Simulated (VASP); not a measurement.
# Te in VASP: notebook, part 2 of 2

VASP 6.6.1. Earlier steps stand in the parts before.

**4. Single point, RPBE, collinear spin**

INCAR

```
SYSTEM = Te
ALGO = Normal
EDIFF = 1E-6
ENCUT = 400
GGA = RP
GGA_COMPAT = .FALSE.
ISIF = 2
ISMEAR = 0
ISPIN = 2
LASPH = .TRUE.
LCHARG = .TRUE.
LELF = .TRUE.
LORBIT = 11
LREAL = .FALSE.
LVHAR = .TRUE.
LWAVE = .FALSE.
MAGMOM = 2
NBANDS = 13
NELM = 200
NELMDL = -8
PREC = Accurate
SIGMA = 0.005
```

KPOINTS

```
k-points
0
G
  1 1 1
  0 0 0
```

POSCAR

```
Te
1.0
   10.5000000000      0.0000000000      0.0000000000
    0.0000000000     11.0000000000      0.0000000000
    0.0000000000      0.0000000000     11.5000000000
Te
1
Direct
    0.5000000000      0.5045454500      0.5000000000
```

Potentials or basis: VASP PAW PBE potentials, release 64 (Te).

Started as:

```console
$ cat potpaw_PBE.64/Te/POTCAR > POTCAR
$ mpirun -np 1 vasp_gam > vasp.out
```

OUTCAR:

```text
SYSTEM = Te
   EDIFF = 1E-6
   ENCUT = 400
   GGA = RP
   ISIF = 2
   ISMEAR = 0
   ISPIN = 2
   LASPH = .TRUE.
   LORBIT = 11
   LREAL = .FALSE.
   NELM = 200
   NELMDL = -8
   PREC = Accurate

 ion  position               nearest neighbor table
   1  0.500  0.505  0.500-

  LATTYP: Found a simple orthorhombic cell.
 ALAT       =    10.5000000000
 B/A-ratio  =     1.0476190476
 C/A-ratio  =     1.0952380952

  Lattice vectors:

 A1 = (  10.5000000000,   0.0000000000,   0.0000000000)
 A2 = (   0.0000000000,  11.0000000000,   0.0000000000)
 A3 = (   0.0000000000,   0.0000000000,  11.5000000000)

Analysis of symmetry for initial positions (statically):
=====================================================================
 Subroutine PRICEL returns:
 Original cell was already a primitive cell.

 Routine SETGRP: Setting up the symmetry group for a
 simple orthorhombic supercell.

[... 178 lines left out ...]
     10       0.9270      0.00000
     11       1.0412      0.00000
     12       1.2039      0.00000
     13       1.3262      0.00000
 Fermi energy:        -4.9391102800

 spin component 2

 k-point     1 :       0.0000    0.0000    0.0000
  band No.  band energies     occupation
      1     -13.8965      1.00000
      2      -4.9701      1.00000
      3      -4.6456      0.00000
      4      -4.6454      0.00000
      5      -0.3043      0.00000
      6       0.9350      0.00000
      7       0.9949      0.00000
      8       1.0604      0.00000
      9       1.1482      0.00000
     10       1.1603      0.00000
     11       1.2627      0.00000
     12       1.5919      0.00000
     13       1.6478      0.00000

------------------------ aborting loop because EDIFF is reached ----------------------------------------

  FORCE on cell =-STRESS in cart. coord.  units (eV):
  Direction    XX          YY          ZZ          XY          YZ          ZX
  --------------------------------------------------------------------------------------
  -------------------------------------------------------------------------------------
  Total       -0.0002892     -0.0013013      0.0011405      0.0000000      0.0000000      0.0000000
  in kB       -0.0003489     -0.0015696      0.0013757      0.0000000      0.0000000      0.0000000
  external PRESSURE =      -0.0001809 kB  Pullay stress =       0.0000000 kB

 VOLUME and BASIS-vectors are now :
 -----------------------------------------------------------------------------
  energy-cutoff  :      400.00
  volume of cell :     1328.25
      direct lattice vectors                 reciprocal lattice vectors
    10.500000000  0.000000000  0.000000000     0.095238095  0.000000000  0.000000000
     0.000000000 11.000000000  0.000000000     0.000000000  0.090909091  0.000000000
     0.000000000  0.000000000 11.500000000     0.000000000  0.000000000  0.086956522

 POSITION                                       TOTAL-FORCE (eV/Angst)
 -----------------------------------------------------------------------------------
      5.25000      5.55000      5.75000         0.000000     -0.000000      0.000000
 -----------------------------------------------------------------------------------
    total drift:                               -0.000000     -0.000002     -0.000000

  FREE ENERGIE OF THE ION-ELECTRON SYSTEM (eV)
  ---------------------------------------------------
  free  energy   TOTEN  =        -0.8008289558 eV

  energy  without entropy=       -0.8008289558  energy(sigma->0) =       -0.80082896

 total charge

# of ion       s       p       d       tot
------------------------------------------
    1        1.412   1.818   0.001   3.231

 magnetization (x)

# of ion       s       p       d       tot
------------------------------------------
    1        0.015   0.948   0.001   0.963
```

Run time: 98 s. Hardware: 1 thread of Intel Xeon 6975P-C (Granite Rapids), shared host; peak memory 0.99 GiB.

Results:

```
Free energy                                           : -0.8008 eV
Gap between the frontier levels                       : 0.32 eV
Net moment                                            : 2.00 μB per cell
Site moments                                          : Te +0.96 μB
Valence electrons inside the program's atomic spheres : Te 3.23
```

Levels at points of the mesh, in eV from the valence-band top:
Spin up:
```csv
k point,band 2,band 3,band 4,band 5,band 6,band 7
"(0.00, 0.00, 0.00)",-1.56,-1.56,-0.56,4.37,5.66,5.76
```
Spin down:
```tsv
k point	band 1	band 2	band 3	band 4	band 5	band 6	band 7
(0.00, 0.00, 0.00)	-8.93	0.00	0.32	0.32	4.67	5.91	5.97
```

Caveat: the PAW data sets were made with another functional, which shifts forces and pressure a little; spin-orbit coupling is left out, which moves the levels of the heavy elements.

**5. Single point, PBE+D3(BJ), collinear spin**

INCAR

```
ALGO     = Normal         # electronic algorithm
EDIFF    = 1E-6           # SCF threshold, eV
ENCUT    = 400            # plane-wave cutoff, eV
GGA      = PE             # functional
GGA_COMPAT= False        
ISIF     = 2              # what is computed and relaxed
ISMEAR   = 0              # smearing method
ISPIN    = 2              # spin polarisation
IVDW     = 12             # dispersion correction
LASPH    = True           # aspherical terms in the spheres
LCHARG   = True           # write CHGCAR
LELF     = True           # ELF
LORBIT   = 11             # projections on sites
LREAL    = False          # projectors in reciprocal space
LVHAR    = True         
LWAVE    = False          # write WAVECAR
MAGMOM   = 2              # initial moments
NBANDS   = 13             # bands
NELM     = 200            # most SCF steps
NELMDL   = -8           
PREC     = Accurate       # precision mode
SIGMA    = 0.005          # smearing width, eV
```

KPOINTS

```
k-points
0
Gamma
  1 1 1
```

POSCAR is that of step 4.

Started as:

```console
$ cat potpaw_PBE.64/Te/POTCAR > POTCAR
$ mpirun -np 1 vasp_gam > vasp.out
```

Wall time 1.7 min (1 thread of Intel Xeon 6975P-C (Granite Rapids), shared host); peak memory 0.99 GiB.

It converged, with:

| Quantity | Value |
| --- | --- |
| Free energy | -0.7240 eV |
| Gap between the frontier levels | 0.23 eV |
| Net moment | 2.00 μB per cell |
| Site moments | Te +0.95 μB |
| Valence electrons inside the program's atomic spheres | Te 3.23 |
| Dispersion energy per atom | -0.001 eV |

Levels at points of the mesh, in eV from the valence-band top:
Spin up:
```
           k point  band 1  band 2  band 3  band 4  band 5  band 6  band 7  band 8
(0.00, 0.00, 0.00)  -10.35   -1.53   -1.53   -0.55    4.48    5.75    5.83    5.90
```
Spin down:
| k point | band 1 | band 2 | band 3 | band 4 | band 5 | band 6 | band 7 |
| --- | --- | --- | --- | --- | --- | --- | --- |
| (0.00, 0.00, 0.00) | -9.03 | 0.00 | 0.23 | 0.23 | 4.77 | 6.01 | 6.04 |

Caveat: spin-orbit coupling is left out, which moves the levels of the heavy elements.

**6. Summary**

```tsv
level	gap on the mesh (eV)	moment (μB)
PBE+D3(BJ)	0.23	2.00
PBE	0.23	2.00
RPBE	0.32	2.00
```

Alike in all rows: task single point; potentials or basis VASP PAW PBE potentials, release 64 (Te); spin collinear; cell as given; k mesh 1 × 1 × 1; cutoff (eV) 400; smearing gaussian 0.005 eV.

On the cell as given the gap runs from 0.23 eV (PBE+D3(BJ)) to 0.32 eV (RPBE).

Caveats: spin-orbit coupling is left out, which moves the levels of the heavy elements; the PAW data sets were made with another functional, which shifts forces and pressure a little (at least some runs).

Absolute energies hang on the potentials; compare differences alone.
